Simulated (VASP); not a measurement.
Runs of VASP 6.6.1 on Au. The structure is that of space group Fd-3m (No. 227), or close to it. The cells are those of the table. This isn't the form of Au at room conditions, which is fcc.

```tsv
cell	gap on the mesh (eV)	pressure (GPa)
a = 4.406 Å, angles 60.0°, 2 atoms	none	-3.9
a = 4.236 Å, angles 60.0°, 2 atoms	none	3.2
a = 4.294 Å, angles 60.0°, 2 atoms	none	(b)
a = 4.351 Å, angles 60.0°, 2 atoms	none	(a)
a = 4.176 Å, angles 60.0°, 2 atoms	none	7.1
```

Alike in all rows: task single point; level r2SCAN; potentials or basis VASP PAW PBE potentials, release 64 (Au); no spin polarisation; k mesh 10 × 10 × 10; cutoff (eV) 520; smearing fermi-dirac 0.1 eV.

Problem. Estimate the missing entries.

Solution. (a) -2.1; (b) 0.2.

Caveats: the PAW data sets were made with another functional, which shifts forces and pressure a little; spin-orbit coupling is left out, which moves the levels of the heavy elements; the cell stands under pressure (at least some runs); the cell stands under tension (at least some runs).

A k mesh can miss the band edges, and the runs leave out spin-orbit coupling on Au.

A gap of «none» marks levels without a gap at the run's occupations.
